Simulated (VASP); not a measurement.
A run of VASP 6.6.1 is set up as follows.

INCAR

```
SYSTEM = Se
ALGO = Normal
EDIFF = 1E-7
ENCUT = 520
GGA = CA
ISIF = 2
ISMEAR = 0
LASPH = .True.
LCHARG = .True.
LELF = .True.
LREAL = .False.
LVHAR = .True.
LWAVE = .False.
NBANDS = 13
NELM = 60
PREC = Accurate
SIGMA = 0.1
```

File KPOINTS:

```
k-points
0
Gamma
  6 6 6
  0 0 0
```

Contents of POSCAR:

```
Se
1.0
    0.0000000000      3.1255665700      3.1255665700
    3.1255665700      0.0000000000      3.1255665700
    3.1255665700      3.1255665700      0.0000000000
Se
2
Direct
    0.5000000000      0.5000000000      0.5000000000
    0.7500000000      0.7500000000      0.7500000000
```

Potentials or basis: VASP PAW LDA potentials, release 64 (Se).

Launch:

```sh
$ cat potpaw_LDA.64/Se/POTCAR > POTCAR
$ mpirun -np 1 vasp_std > vasp.out
```

Q: Estimate the pressure.

A: -1.7 GPa.

Q: Estimate the band gap on the k mesh.

A: Zero (band 6 reaches 2.57 eV, above the bottom of band 7 at 1.48 eV).
